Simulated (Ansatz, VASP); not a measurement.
WSe2 in VASP and in Ansatz

```
Se W
1.0
     3.28549    0.00000    0.00000
    -1.64275    2.84532    0.00000
     0.00000    0.00000   24.23865
Se W
4 2
Direct
  0.33333 0.66667 0.18565
  0.33333 0.66667 0.32466
  0.33333 0.66667 0.45297
  0.33333 0.66667 0.59197
  0.66667 0.33333 0.25516
  0.66667 0.33333 0.52247
```

Alike in both runs: task single point; functional PBE; dispersion D3(BJ); k mesh 9 × 9 × 1; occupations gaussian, width 0.05 eV; no spin polarisation.

```csv
,VASP,Ansatz
version,VASP 6.6.1,Ansatz 0.2.0
potentials or method,"VASP PAW PBE potentials, release 64 (Se, W_sv), cutoff 520 eV","scalar-relativistic, plane waves, PAW"
valence electrons in the cell,52,92
```

Ansatz gave:

```
gap on the k mesh at the Fermi level (eV) : 1.22
least direct gap on the mesh (eV)         : 1.62
rms of the force components (eV/Å)        : 0.188
```

Task: Estimate VASP's values.

Result: gap on the k mesh at the Fermi level (eV): 1.22; least direct gap on the mesh (eV): 1.61; rms of the force components (eV/Å): 0.174.

VASP's potentials hold 52 valence electrons a cell and Ansatz's 92, so a difference there can come from the potentials and not from the codes.

Spin-orbit coupling is off throughout.
